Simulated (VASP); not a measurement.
# B2PIr3 (P1) in VASP: single point with PBE0

Aim: the single point of B2PIr3 with PBE0.

Program: VASP 6.6.1. These are calculated values, not measurements. Logs are shortened: lines on timing, memory, paths and dates and some standing lists are left out, and cuts for length are marked.

### Step 1. The cell of the first run

The typed cell holds 6 atoms: a = 5.322 Å, b = 5.311 Å, c = 2.896 Å, α = 91.19°, β = 88.76°, γ = 120.18°.

### Step 2. Single point, PBE0, collinear spin

File POSCAR:

```
B2PIr3
1.0
    5.3221320000     -0.0046180000      0.0572790000
   -2.6650650000      4.5934090000     -0.0550090000
    0.0313760000     -0.0166790000      2.8954050000
P Ir B
1 3 2
Direct
    0.9715250000      0.9839250000      0.0036110000
    0.4809210000      0.9824320000      0.4091130000
    0.4663340000      0.4706370000      0.5221230000
    0.0221790000      0.5061570000      0.4163430000
    0.2926220000      0.6873000000      0.9467400000
    0.6989350000      0.3221540000      0.9664940000
```

File INCAR.step1:

```
SYSTEM = B2PIr3
PREC = Accurate
ENCUT = 520
EDIFF = 1E-5
ISMEAR = -1
SIGMA = 0.1
LREAL = .FALSE.
LASPH = .TRUE.
NELM = 150
ALGO = Normal
ISIF = 2
LWAVE = .TRUE.
LCHARG = .FALSE.
ISPIN = 2
MAGMOM = 0 1 1 1 0 0
LORBIT = 11
LMAXMIX = 4
NBANDS = 32
GGA = PE
```

File INCAR.step2:

```
SYSTEM = B2PIr3
PREC = Accurate
ENCUT = 520
EDIFF = 1E-6
ISMEAR = -1
SIGMA = 0.1
LREAL = .FALSE.
LASPH = .TRUE.
NELM = 150
ALGO = Normal
ISIF = 2
LWAVE = .FALSE.
LCHARG = .FALSE.
ISPIN = 2
MAGMOM = 0 1 1 1 0 0
LORBIT = 11
LMAXMIX = 4
GGA = PE
LHFCALC = .TRUE.
AEXX = 0.25
PRECFOCK = Fast
NBANDS = 32
ISTART = 1
```

File KPOINTS:

```
Automatic mesh
0
G
  2 2 4
  0 0 0
```

Potentials or basis: VASP PAW PBE potentials, release 64 (P, Ir, B).

Command:

```sh
$ cat potpaw_PBE.64/P/POTCAR potpaw_PBE.64/Ir/POTCAR potpaw_PBE.64/B/POTCAR > POTCAR
$ cp INCAR.step1 INCAR
$ mpirun -np 1 vasp_std > vasp.out
$ cp INCAR.step2 INCAR
$ mpirun -np 1 vasp_std > vasp.out
```

OUTCAR:

```text
SYSTEM = B2PIr3
   PREC = Accurate
   ENCUT = 520
   EDIFF = 1E-6
   ISMEAR = -1
   LREAL = .FALSE.
   LASPH = .TRUE.
   NELM = 150
   ISIF = 2
   ISPIN = 2
   LORBIT = 11
   GGA = PE
   LHFCALC = .TRUE.
   AEXX = 0.25
   PRECFOCK = Fast
   ISTART = 1

 ion  position               nearest neighbor table
   1  0.972  0.984  0.004-   2 2.84   4 2.88   3 2.95   4 2.96   2 2.98   3 3.01   3 3.04   3 3.09
                             4 3.15   2 3.16   4 3.18   2 3.18
   2  0.481  0.982  0.409-   5 1.91   6 2.04   5 2.08   6 2.25   4 2.48   3 2.65   3 2.71   4 2.83
                             1 2.84   1 2.98   1 3.16   1 3.18
   3  0.466  0.471  0.522-   5 2.16   6 2.21   6 2.36   5 2.48   4 2.49   2 2.65   2 2.71   4 2.88
                             1 2.95   1 3.01   1 3.04   1 3.09
   4  0.022  0.506  0.416-   5 1.85   6 1.99   5 2.00   6 2.17   2 2.48   3 2.49   2 2.83   3 2.88
                             1 2.88   1 2.96   1 3.15   1 3.18
   5  0.293  0.687  0.947-   4 1.85   2 1.91   4 2.00   2 2.08   3 2.16   3 2.48
   6  0.699  0.322  0.966-   4 1.99   2 2.04   4 2.17   3 2.21   2 2.25   3 2.36

  LATTYP: Found a triclinic cell.
 ALAT       =     5.3224422247
 B/A-ratio  =     0.9962621600
 C/A-ratio  =     0.5440402943
 COS(alpha) =     0.0008730039
 COS(beta)  =     0.0216010094
 COS(gamma) =     0.5003170581

  Lattice vectors:

 A1 = (   5.3221320000,  -0.0046180000,   0.0572790000)
 A2 = (   2.6570670000,   4.5887910000,   0.0022700000)
 A3 = (   0.0313760000,  -0.0166790000,   2.8954050000)

Analysis of symmetry for initial positions (statically):
=====================================================================
 Subroutine PRICEL returns:
 Original cell was already a primitive cell.

 Routine SETGRP: Setting up the symmetry group for a
 triclinic supercell.

 Subroutine GETGRP returns: Found  1 space group operations
 (whereof  1 operations were pure point group operations)
 out of a pool of  2 trial point group operations.

The static configuration has the point symmetry C_1 .

Analysis of symmetry for dynamics (positions and initial velocities):
=====================================================================
 Subroutine PRICEL returns:
 Original cell was already a primitive cell.

 Routine SETGRP: Setting up the symmetry group for a
 triclinic supercell.

 Subroutine GETGRP returns: Found  1 space group operations
 (whereof  1 operations were pure point group operations)
 out of a pool of  2 trial point group operations.

The dynamic configuration has the point symmetry C_1 .

Analysis of structural, dynamic, and magnetic symmetry:
=====================================================================
 Subroutine PRICEL returns:
 Original cell was already a primitive cell.

 Routine SETGRP: Setting up the symmetry group for a
 triclinic supercell.

 Subroutine GETGRP returns: Found  1 space group operations
 (whereof  1 operations were pure point group operations)
 out of a pool of  2 trial point group operations.

The overall configuration has the point symmetry C_1 .

 Subroutine INISYM returns: Found  1 space group operations
 (whereof  1 operations are pure point group operations),
 and found     1 'primitive' translations

----------------------------------------------------------------------------------------

                                     Primitive cell

  volume of cell :      70.7370

  direct lattice vectors                    reciprocal lattice vectors
     5.322132000 -0.004618000  0.057279000     0.188004423  0.109062027 -0.001409054
    -2.665065000  4.593409000 -0.055009000     0.000175518  0.217820073  0.001252852
     0.031376000 -0.016679000  2.895405000    -0.003715905  0.001980759  0.345426504

  length of vectors
     5.322442225  5.310838322  2.895623034     0.217352650  0.217823747  0.345452169

  position of ions in fractional coordinates (direct lattice)
     0.971525000  0.983925000  0.003611000
     0.480921000  0.982432000  0.409113000
     0.466334000  0.470637000  0.522123000
     0.022179000  0.506157000  0.416343000
[... 56 lines left out ...]
   dimension x,y,z NGXF=    80 NGYF=   80 NGZF=   48
   ions per type =               1   3   2
   NGX,Y,Z   is equivalent  to a cutoff of  12.49, 12.52, 13.78 a.u.
   NGXF,Y,Z  is equivalent  to a cutoff of  24.99, 25.04, 27.56 a.u.
 SYSTEM =  B2PIr3
   PREC   = accura    normal or accurate (medium, high low for compatibility)
   ISTART =      1    job   : 0-new  1-cont  2-samecut
   ICHARG =      0    charge: 1-file 2-atom 10-const
   ISPIN  =      2    spin polarized calculation?
   LNONCOLLINEAR =      F non collinear calculations
   LSORBIT =      F    spin-orbit coupling
   LASPH  =      T    aspherical Exc in radial PAW
   ENCUT  =  520.0 eV  38.22 Ry    6.18 a.u.   9.90  9.87  5.38*2*pi/ulx,y,z
   NELM   =    150;   NELMIN=  2; NELMDL=  0     # of ELM steps
   EDIFF  = 0.1E-05   stopping-criterion for ELM
   LREAL  =      F    real-space projection
   EDIFFG = 0.1E-04   stopping-criterion for IOM
   NSW    =      0    number of steps for IOM
   IBRION =     -1    ionic relax: 0-MD 1-quasi-New 2-CG
   NFREE  =      0    steps in history (QN), initial steepest desc. (CG)
   ISIF   =      2    stress and relaxation
   ISYM   =      3    0-nonsym 1-usesym 2-fastsym
   POTIM  = 0.5000    time-step for ionic-motion
   TEBEG  =    0.0;   TEEND  =   0.0 temperature during run
   PSTRESS=    0.0 pullay stress
   NELECT =      38.0000    total number of electrons
   NUPDOWN=      -1.0000    fix difference up-down
   EMIN   =  10.00;   EMAX   =-10.00  energy-range for DOS
   EFERMI =   0.00;   METHOD = LEGACY
   ISMEAR =    -1;   SIGMA  =   0.10  broadening in eV -4-tet -1-fermi 0-gaus
   EFERMI_NEDOS =   21; number of points for ismear=-14 and -15
   IALGO  =     38    algorithm
   IMIX   =      1    mixing-type and parameters
     AMIX     =   0.40;   BMIX     =  1.00
     AMIX_MAG =   1.60;   BMIX_MAG =  1.00
  volume/ion in A,a.u.               =      11.79        79.56
  Fermi-wavevector in a.u.,A,eV,Ry     =   1.330824  2.514892 24.097170  1.771092
  Thomas-Fermi vector in A             =   2.459881
   LORBIT       =     11    0 simple, 1 ext, 2 COOP (PROOUT), +10 PAW based schemes
   GGA     = PE    functional components
   LHFCALC =     T    Hartree Fock is set to
   PRECFOCK=fast      Normal, Fast or Accurate (Low or Medium for compatibility)
   ENCUT4O =  -1.0   cutoff for four orbital integrals eV
   NKREDX  =     1    reduce k-point grid by
   NKREDY  =     1    reduce k-point grid by
   NKREDZ  =     1    reduce k-point grid by
   AEXX    =    0.2500 exact exchange contribution
   HFSCREEN=    0.0000 screening length (either q_TF or 0.3 A-1)
   HFSCREENC=   0.0000 screening length for correlation (either q_TF or 0.3 A-1)
   ENCUTFOCK=  -1.0 apply spherical cutoff to Coloumb kernel
   IVDW    =     0    specifies the selected vdW correction
   LEPSILON=     F    determine dielectric tensor
   LRPA    =     F    only Hartree local field effects (RPA)
 spin polarized calculation
  energy-cutoff  :      520.00
  volume of cell :       70.74
 maximum number of plane-waves:      1920
 NGX is ok and might be reduce to    40
  NGX = 24; NGY = 24; NGZ = 12

 number of electron      38.0000000 magnetization      -0.0000056

 number of electron      38.0000000 magnetization       0.0000034

 Free energy of the ion-electron system (eV)
  ---------------------------------------------------
  ext. energy  EPLUGINS =         0.00000000
  ---------------------------------------------------
  free energy    TOTEN  =       -52.28671031 eV

  energy without entropy =      -52.28490156  energy(sigma->0) =      -52.28580594

 E-fermi :   9.4646     XC(G=0): -10.1835

 val. band max:        8.9069206322   @ k =   0.0000   0.5000   0.0000
 cond. band min:       9.9502547144   @ k =   0.5000  -0.0000   0.5000
 fundamental gap:      1.0433340822
 Fermi energy:         9.4645656307

 spin component 1

 k-point     1 :       0.0000    0.0000    0.0000
  band No.  band energies     occupation
      1      -6.7150      1.00000
      2      -3.6666      1.00000
      3      -0.9567      1.00000
      4      -0.4474      1.00000
      5       0.2177      1.00000
      6       0.6229      1.00000
[... 397 lines left out ...]
     30      20.2225      0.00000
     31      20.6948      0.00000
 Fermi energy:         9.4645656307

 spin component 2

 k-point     1 :       0.0000    0.0000    0.0000
  band No.  band energies     occupation
      1      -6.7150      1.00000
      2      -3.6666      1.00000
      3      -0.9567      1.00000
      4      -0.4474      1.00000
      5       0.2177      1.00000
      6       0.6229      1.00000
[... 397 lines left out ...]
     30      20.2225      0.00000
     31      20.6948      0.00000
 [bands above 31 left out]

------------------------ aborting loop because EDIFF is reached ----------------------------------------

  FORCE on cell =-STRESS in cart. coord.  units (eV):
  Direction    XX          YY          ZZ          XY          YZ          ZX
  --------------------------------------------------------------------------------------
  -------------------------------------------------------------------------------------
  Total       13.0239935     17.6841162     15.3404054      6.7731623      0.2813382     -0.0147674
  in kB      294.9907128    400.5415127    347.4569567    153.4107024      6.3722503     -0.3344777
  external PRESSURE =     347.6630607 kB  Pullay stress =       0.0000000 kB

 VOLUME and BASIS-vectors are now :
 -----------------------------------------------------------------------------
  energy-cutoff  :      520.00
  volume of cell :       70.74
      direct lattice vectors                 reciprocal lattice vectors
     5.322132000 -0.004618000  0.057279000     0.188004423  0.109062027 -0.001409054
    -2.665065000  4.593409000 -0.055009000     0.000175518  0.217820073  0.001252852
     0.031376000 -0.016679000  2.895405000    -0.003715905  0.001980759  0.345426504

 POSITION                                       TOTAL-FORCE (eV/Angst)
 -----------------------------------------------------------------------------------
      2.54847      4.51502      0.01198        -0.066875      0.385727      0.679540
     -0.04588      4.50367      1.15805         2.539723      3.835980      2.153663
      1.24400      2.15097      1.51258         3.273100      0.107169     -0.951256
     -1.21784      2.31794      1.17891        -5.969198     -5.065641      2.455388
     -0.24462      3.13991      2.72015         3.121363     -0.068966     -2.942652
      2.89159      1.46044      2.82070        -2.898114      0.805730     -1.394682
 -----------------------------------------------------------------------------------
    total drift:                               -0.000073      0.000033      0.000309

  FREE ENERGIE OF THE ION-ELECTRON SYSTEM (eV)
  ---------------------------------------------------
  free  energy   TOTEN  =       -52.2867103146 eV

  energy  without entropy=      -52.2849015633  energy(sigma->0) =      -52.28580594

 total charge

# of ion       s       p       d       tot
------------------------------------------
    1        1.246   0.988   0.000   2.234
    2        0.750   0.917   7.403   9.070
    3        0.639   0.665   7.250   8.554
    4        0.804   0.982   7.566   9.352
    5        0.798   1.352   0.000   2.150
    6        0.736   1.155   0.000   1.891
--------------------------------------------------
tot          4.973   6.059  22.219  33.250

 magnetization (x)

# of ion       s       p       d       tot
------------------------------------------
    1       -0.000  -0.000   0.000  -0.000
    2        0.000   0.000   0.000   0.000
    3       -0.000   0.000  -0.000  -0.000
    4       -0.000   0.000  -0.000  -0.000
    5        0.000   0.000   0.000   0.000
    6        0.000   0.000   0.000   0.000
--------------------------------------------------
tot          0.000   0.000  -0.000   0.000
```

Run time: 17 min. Hardware: 1 thread of AMD EPYC 9R14 (Zen 4), shared host; peak memory 0.23 GiB.

Results:

- Free energy: -52.2867 eV
- Pressure: 34.8 GPa
- Largest force: 8.205 eV/Å
- Band gap on the k mesh: zero (filled and empty bands overlap)
- Net moment: 0.00 μB per cell
- Valence electrons inside the program's atomic spheres: P 2.23; Ir 9.07, 8.55, 9.35; B 2.15, 1.89

Forces in eV/Å, atoms in the order of the input:
```
P   -0.067  0.386  0.680
Ir   2.540  3.836  2.154
Ir   3.273  0.107 -0.951
Ir  -5.969 -5.066  2.455
B    3.121 -0.069 -2.943
B   -2.898  0.806 -1.395
```

Levels at points of the mesh, in eV from the Fermi level:
Spin up:
```csv
k point,band 17,band 18,band 19,band 20,band 21,band 22
"(0.00, 0.00, 0.00)",-2.53,-2.08,-1.71,1.55,1.91,2.45
"(0.50, 0.00, 0.00)",-2.71,-1.92,-0.78,1.22,2.99,3.39
"(0.00, 0.50, 0.00)",-2.64,-1.89,-0.56,1.21,2.42,3.46
"(0.50, 0.50, 0.00)",-2.24,-2.14,-1.58,1.24,2.98,3.46
"(0.00, 0.00, 0.50)",-1.94,-1.14,0.91,1.36,1.50,2.21
"(0.50, 0.00, 0.50)",-2.35,-1.61,0.49,0.83,1.30,1.82
"(0.00, 0.50, 0.50)",-2.12,-1.42,-0.74,0.60,1.40,1.82
"(0.50, 0.50, 0.50)",-1.80,-0.95,-0.71,1.18,1.34,1.74
```
Spin down:
| k point | band 17 | band 18 | band 19 | band 20 | band 21 | band 22 |
| --- | --- | --- | --- | --- | --- | --- |
| (0.00, 0.00, 0.00) | -2.53 | -2.08 | -1.71 | 1.55 | 1.91 | 2.45 |
| (0.50, 0.00, 0.00) | -2.71 | -1.92 | -0.78 | 1.22 | 2.99 | 3.39 |
| (0.00, 0.50, 0.00) | -2.64 | -1.89 | -0.56 | 1.21 | 2.42 | 3.46 |
| (0.50, 0.50, 0.00) | -2.24 | -2.14 | -1.58 | 1.24 | 2.98 | 3.46 |
| (0.00, 0.00, 0.50) | -1.94 | -1.14 | 0.91 | 1.36 | 1.50 | 2.21 |
| (0.50, 0.00, 0.50) | -2.35 | -1.61 | 0.49 | 0.83 | 1.30 | 1.82 |
| (0.00, 0.50, 0.50) | -2.12 | -1.42 | -0.74 | 0.60 | 1.40 | 1.82 |
| (0.50, 0.50, 0.50) | -1.80 | -0.95 | -0.71 | 1.18 | 1.34 | 1.74 |

Caveat: the k points lie up to 0.68 Å⁻¹ apart, too coarse for converged energies and pressures of a metal; the PAW data sets were made with another functional, which shifts forces and pressure a little; spin-orbit coupling is left out, which moves the levels of the heavy elements.

The gap in the log of VASP goes by the Fermi energy; the results here count the filled bands.